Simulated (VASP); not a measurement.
# MgO (Fm-3m) in VASP: single point with r2SCAN

Aim: the single point of MgO with r2SCAN.

All numbers are computed with VASP 6.6.1; they aren't measurements. Logs are shortened: lines on timing, memory, paths and dates and some standing lists are left out, and cuts for length are marked.

**1. The cell of the first run**

The structure is cubic, space group Fm-3m (No. 225). The conventional cell has a = 4.204 Å, b = 4.204 Å, c = 4.204 Å, α = 90.00°, β = 90.00°, γ = 90.00°. Mg (site symmetry m-3m) has 6 O at 2.10 Å within 2.8 Å. Within 2.8 Å of O (site symmetry m-3m) lie 6 Mg at 2.10 Å.

**2. Single point, r2SCAN**

File POSCAR:

```
MgO
1.0
    0.0000000000      2.1021674168      2.1021674168
    2.1021674168      0.0000000000      2.1021674168
    2.1021674168      2.1021674168      0.0000000000
Mg O
1 1
Direct
    0.0000000000      0.0000000000      0.0000000000
    0.5000000000      0.5000000000      0.5000000000
```

File INCAR.step1:

```
ALGO = Normal ; EDIFF = 1E-5
ENCUT = 920 ; GGA = PE
GGA_COMPAT = F ; ISMEAR = 0
LASPH = T ; LCHARG = F
LREAL = F ; LWAVE = T
NBANDS = 15 ; NELM = 120
PREC = Accurate ; SIGMA = 0.01
```

File INCAR.step2:

```
ALGO = Normal ; EDIFF = 1E-6
ENCUT = 920 ; GGA_COMPAT = F
ISIF = 2 ; ISMEAR = 0
ISTART = 1 ; LASPH = T
LCHARG = F ; LMIXTAU = T
LREAL = F ; LWAVE = F
METAGGA = R2SCAN ; NBANDS = 15
NELM = 120 ; PREC = Accurate
SIGMA = 0.01
```

File KPOINTS:

```
k-points
0
Gamma
  8 8 8
```

Potentials or basis: VASP PAW PBE potentials, release 64 (Mg_sv, O).

Run with:

```bash
> cat potpaw_PBE.64/Mg_sv/POTCAR potpaw_PBE.64/O/POTCAR > POTCAR
> cp INCAR.step1 INCAR
> mpirun -np 1 vasp_std > vasp.out
> cp INCAR.step2 INCAR
> mpirun -np 1 vasp_std > vasp.out
```

OUTCAR:

```text
EDIFF = 1E-6
   ENCUT = 920
   ISIF = 2
   ISMEAR = 0
   ISTART = 1
   LASPH = T
   LREAL = F
   METAGGA = R2SCAN
   NELM = 120
   PREC = Accurate

 ion  position               nearest neighbor table
   1  0.000  0.000  0.000-   2 2.10   2 2.10   2 2.10   2 2.10   2 2.10   2 2.10
   2  0.500  0.500  0.500-   1 2.10   1 2.10   1 2.10   1 2.10   1 2.10   1 2.10

  LATTYP: Found a face centered cubic cell.
 ALAT       =     4.2043348336

  Lattice vectors:

 A1 = (   0.0000000000,   2.1021674168,   2.1021674168)
 A2 = (   2.1021674168,   0.0000000000,   2.1021674168)
 A3 = (   2.1021674168,   2.1021674168,   0.0000000000)

Analysis of symmetry for initial positions (statically):
=====================================================================
 Subroutine PRICEL returns:
 Original cell was already a primitive cell.

 Routine SETGRP: Setting up the symmetry group for a
 face centered cubic supercell.

 Subroutine GETGRP returns: Found 48 space group operations
 (whereof 48 operations were pure point group operations)
 out of a pool of 48 trial point group operations.

The static configuration has the point symmetry O_h .

Analysis of symmetry for dynamics (positions and initial velocities):
=====================================================================
 Subroutine PRICEL returns:
 Original cell was already a primitive cell.

 Routine SETGRP: Setting up the symmetry group for a
 face centered cubic supercell.

 Subroutine GETGRP returns: Found 48 space group operations
 (whereof 48 operations were pure point group operations)
 out of a pool of 48 trial point group operations.

The dynamic configuration has the point symmetry O_h .

 Subroutine INISYM returns: Found 48 space group operations
 (whereof 48 operations are pure point group operations),
 and found     1 'primitive' translations

----------------------------------------------------------------------------------------

                                     Primitive cell

  volume of cell :      18.5794

  direct lattice vectors                    reciprocal lattice vectors
     0.000000000  2.102167417  2.102167417    -0.237849753  0.237849753  0.237849753
     2.102167417  0.000000000  2.102167417     0.237849753 -0.237849753  0.237849753
     2.102167417  2.102167417  0.000000000     0.237849753  0.237849753 -0.237849753

  length of vectors
     2.972913671  2.972913671  2.972913671     0.411967856  0.411967856  0.411967856

  position of ions in fractional coordinates (direct lattice)
     0.000000000  0.000000000  0.000000000
     0.500000000  0.500000000  0.500000000

  ion indices of the primitive-cell ions
   primitive index   ion index
                 1           1
                 2           2

----------------------------------------------------------------------------------------

 KPOINTS: k-points

Automatic generation of k-mesh.
 Grid dimensions read from file:
 generate k-points for:    8    8    8

 Generating k-lattice:

  Cartesian coordinates                     Fractional coordinates (reciprocal lattice)
    -0.029731219  0.029731219  0.029731219     0.125000000  0.000000000  0.000000000
     0.029731219 -0.029731219  0.029731219     0.000000000  0.125000000  0.000000000
     0.029731219  0.029731219 -0.029731219     0.000000000  0.000000000  0.125000000

  Length of vectors
     0.051495982  0.051495982  0.051495982

  Shift w.r.t. Gamma in fractional coordinates (k-lattice)
     0.000000000  0.000000000  0.000000000

 Subroutine IBZKPT returns following result:
 ===========================================

 Found     29 irreducible k-points:

 Following reciprocal coordinates:
            Coordinates               Weight
  0.000000  0.000000  0.000000      1.000000
  0.125000  0.000000  0.000000      8.000000
  0.250000  0.000000  0.000000      8.000000
  0.375000  0.000000  0.000000      8.000000
  0.500000  0.000000  0.000000      4.000000
  0.125000  0.125000  0.000000      6.000000
[... 16 lines left out ...]
  0.500000  0.250000  0.125000     48.000000
 -0.375000  0.250000  0.125000     24.000000
 [... further k-points ...]
   k-points           NKPTS =     29   k-points in BZ     NKDIM =     29   number of bands    NBANDS=     15
   number of dos      NEDOS =    301   number of ions     NIONS =      2
   total plane-waves  NPLWV =  27000
   dimension x,y,z NGX =    30 NGY =   30 NGZ =   30
   dimension x,y,z NGXF=    60 NGYF=   60 NGZF=   60
   ions per type =               1   1
   NGX,Y,Z   is equivalent  to a cutoff of  16.78, 16.78, 16.78 a.u.
   NGXF,Y,Z  is equivalent  to a cutoff of  33.55, 33.55, 33.55 a.u.
 SYSTEM =  unknown system
   PREC   = accura    normal or accurate (medium, high low for compatibility)
   ISTART =      1    job   : 0-new  1-cont  2-samecut
   ICHARG =      0    charge: 1-file 2-atom 10-const
   ISPIN  =      1    spin polarized calculation?
   LNONCOLLINEAR =      F non collinear calculations
   LSORBIT =      F    spin-orbit coupling
   LASPH  =      T    aspherical Exc in radial PAW
   ENCUT  =  920.0 eV  67.62 Ry    8.22 a.u.   7.35  7.35  7.35*2*pi/ulx,y,z
   NELM   =    120;   NELMIN=  2; NELMDL=  0     # of ELM steps
   EDIFF  = 0.1E-05   stopping-criterion for ELM
   LREAL  =      F    real-space projection
   EDIFFG = 0.1E-04   stopping-criterion for IOM
   NSW    =      0    number of steps for IOM
   IBRION =     -1    ionic relax: 0-MD 1-quasi-New 2-CG
   NFREE  =      0    steps in history (QN), initial steepest desc. (CG)
   ISIF   =      2    stress and relaxation
   ISYM   =      2    0-nonsym 1-usesym 2-fastsym
   POTIM  = 0.5000    time-step for ionic-motion
   TEBEG  =    0.0;   TEEND  =   0.0 temperature during run
   PSTRESS=    0.0 pullay stress
   NELECT =      16.0000    total number of electrons
   NUPDOWN=      -1.0000    fix difference up-down
   EMIN   =  10.00;   EMAX   =-10.00  energy-range for DOS
   EFERMI =   0.00;   METHOD = LEGACY
   ISMEAR =     0;   SIGMA  =   0.01  broadening in eV -4-tet -1-fermi 0-gaus
   EFERMI_NEDOS =   21; number of points for ismear=-14 and -15
   IALGO  =     38    algorithm
   IMIX   =      4    mixing-type and parameters
     AMIX     =   0.40;   BMIX     =  1.00
     AMIX_MAG =   1.60;   BMIX_MAG =  1.00
  volume/ion in A,a.u.               =       9.29        62.69
  Fermi-wavevector in a.u.,A,eV,Ry     =   1.557534  2.943312 33.006537  2.425912
  Thomas-Fermi vector in A             =   2.661170
   LORBIT       =      0    0 simple, 1 ext, 2 COOP (PROOUT), +10 PAW based schemes
   METAGGA = R2SCAN    functional components
   LHFCALC =     F    Hartree Fock is set to
   AEXX    =    0.0000 exact exchange contribution
   IVDW    =     0    specifies the selected vdW correction
   LEPSILON=     F    determine dielectric tensor
   LRPA    =     F    only Hartree local field effects (RPA)
 non-spin polarized calculation
 Gauss-broadening in eV      SIGMA  =   0.01
  energy-cutoff  :      920.00
  volume of cell :       18.58
 maximum number of plane-waves:      1243
 NGX is ok and might be reduce to    30
   NGX = 15   NGY = 15   NGZ = 15

 number of electron      15.9999999 magnetization

 Free energy of the ion-electron system (eV)
  ---------------------------------------------------
  ext. energy  EPLUGINS =         0.00000000
  ---------------------------------------------------
  free energy    TOTEN  =       -16.15464474 eV

  energy without entropy =      -16.15464474  energy(sigma->0) =      -16.15464474

 E-fermi :   2.6528     XC(G=0): -12.0718

 val. band max:        2.5442116580   @ k =   0.0000   0.0000   0.0000
 cond. band min:       8.2454079593   @ k =   0.0000   0.0000   0.0000
 fundamental gap:      5.7011963014
 Fermi energy:         2.6527757571

 k-point     1 :       0.0000    0.0000    0.0000
  band No.  band energies     occupation
      1     -72.4067      2.00000
      2     -37.4925      2.00000
      3     -37.4925      2.00000
      4     -37.4925      2.00000
      5     -15.6710      2.00000
      6       2.5442      2.00000
      7       2.5442      2.00000
      8       2.5442      2.00000
      9       8.2454      0.00000
     10      19.4390      0.00000
     11      19.4390      0.00000
     12      19.4390      0.00000
     13      23.5609      0.00000
     14      25.3989      0.00000
     15      25.3989      0.00000

 k-point     2 :       0.1250    0.0000    0.0000
  band No.  band energies     occupation
      1     -72.4053      2.00000
      2     -37.5055      2.00000
      3     -37.4938      2.00000
      4     -37.4938      2.00000
      5     -15.5046      2.00000
      6       1.6197      2.00000
      7       2.4371      2.00000
      8       2.4371      2.00000
      9       9.1432      0.00000
     10      17.7581      0.00000
     11      19.8232      0.00000
     12      19.8232      0.00000
     13      24.4802      0.00000
     14      24.4802      0.00000
     15      25.8517      0.00000

 k-point     3 :       0.2500    0.0000    0.0000
  band No.  band energies     occupation
      1     -72.4022      2.00000
      2     -37.5364      2.00000
      3     -37.4967      2.00000
      4     -37.4967      2.00000
      5     -15.0753      2.00000
      6      -0.0939      2.00000
      7       2.1897      2.00000
      8       2.1897      2.00000
      9      10.6179      0.00000
     10      16.2361      0.00000
     11      20.3928      0.00000
     12      20.3928      0.00000
     13      24.0884      0.00000
     14      24.0884      0.00000
     15      26.2533      0.00000

 k-point     4 :       0.3750    0.0000    0.0000
  band No.  band energies     occupation
      1     -72.3993      2.00000
      2     -37.5671      2.00000
      3     -37.4996      2.00000
      4     -37.4996      2.00000
      5     -14.5969      2.00000
      6      -1.5222      2.00000
      7       1.9565      2.00000
      8       1.9565      2.00000
      9      11.3286      0.00000
     10      16.1503      0.00000
     11      20.2731      0.00000
     12      20.2731      0.00000
     13      25.4600      0.00000
     14      25.4755      0.00000
     15      25.4755      0.00000
[... 307 lines left out ...]
 k-point    22 :       0.3750    0.2500    0.1250
  band No.  band energies     occupation
      1     -72.4001      2.00000
      2     -37.5422      2.00000
      3     -37.5120      2.00000
      4     -37.5012      2.00000
      5     -14.7784      2.00000
      6      -0.4609      2.00000
      7       1.3839      2.00000
      8       1.9113      2.00000
      9      12.0797      0.00000
     10      15.0622      0.00000
     11      18.9539      0.00000
     12      21.4699      0.00000
     13      21.9270      0.00000
     14      26.4786      0.00000
     15      30.1420      0.00000

 k-point    23 :       0.5000    0.2500    0.1250
  band No.  band energies     occupation
      1     -72.3977      2.00000
      2     -37.5583      2.00000
      3     -37.5198      2.00000
      4     -37.5055      2.00000
      5     -14.4097      2.00000
      6      -1.1623      2.00000
      7       0.8080      2.00000
      8       1.6536      2.00000
      9      13.0862      0.00000
     10      15.3131      0.00000
     11      17.7839      0.00000
     12      21.0687      0.00000
     13      23.5948      0.00000
     14      26.4777      0.00000
     15      30.3350      0.00000

 k-point    24 :      -0.3750    0.2500    0.1250
  band No.  band energies     occupation
      1     -72.3967      2.00000
      2     -37.5653      2.00000
      3     -37.5218      2.00000
      4     -37.5081      2.00000
      5     -14.2472      2.00000
      6      -1.4585      2.00000
      7       0.5996      2.00000
      8       1.5324      2.00000
      9      13.2364      0.00000
     10      15.9580      0.00000
     11      17.3426      0.00000
     12      20.8096      0.00000
     13      24.4325      0.00000
     14      26.1881      0.00000
     15      30.4701      0.00000

 [... further k-points ...]
[... 5 lines left out ...]
  --------------------------------------------------------------------------------------
  -------------------------------------------------------------------------------------
  Total        0.0577277      0.0577277      0.0577277     -0.0000000      0.0000000     -0.0000000
  in kB        4.9780907      4.9780907      4.9780907     -0.0000000      0.0000000     -0.0000000
  external PRESSURE =       4.9780907 kB  Pullay stress =       0.0000000 kB

 VOLUME and BASIS-vectors are now :
 -----------------------------------------------------------------------------
  energy-cutoff  :      920.00
  volume of cell :       18.58
      direct lattice vectors                 reciprocal lattice vectors
     0.000000000  2.102167417  2.102167417    -0.237849753  0.237849753  0.237849753
     2.102167417  0.000000000  2.102167417     0.237849753 -0.237849753  0.237849753
     2.102167417  2.102167417  0.000000000     0.237849753  0.237849753 -0.237849753

 POSITION                                       TOTAL-FORCE (eV/Angst)
 -----------------------------------------------------------------------------------
      0.00000      0.00000      0.00000         0.000000      0.000000      0.000000
      2.10217      2.10217      2.10217        -0.000000     -0.000000     -0.000000
 -----------------------------------------------------------------------------------
    total drift:                                0.000000      0.000000      0.000000

  FREE ENERGIE OF THE ION-ELECTRON SYSTEM (eV)
  ---------------------------------------------------
  free  energy   TOTEN  =       -16.1546447430 eV

  energy  without entropy=      -16.1546447430  energy(sigma->0) =      -16.15464474
```

Wall time 61 s (1 thread of AMD EPYC 7R13 (Zen 3), shared host); peak memory 0.14 GiB.

Results:

| Item | Value |
| --- | --- |
| Free energy | -16.1546 eV |
| Pressure | 0.5 GPa |
| Band gap on the k mesh | 5.70 eV |

Caveat: the PAW data sets were made with another functional, which shifts forces and pressure a little.
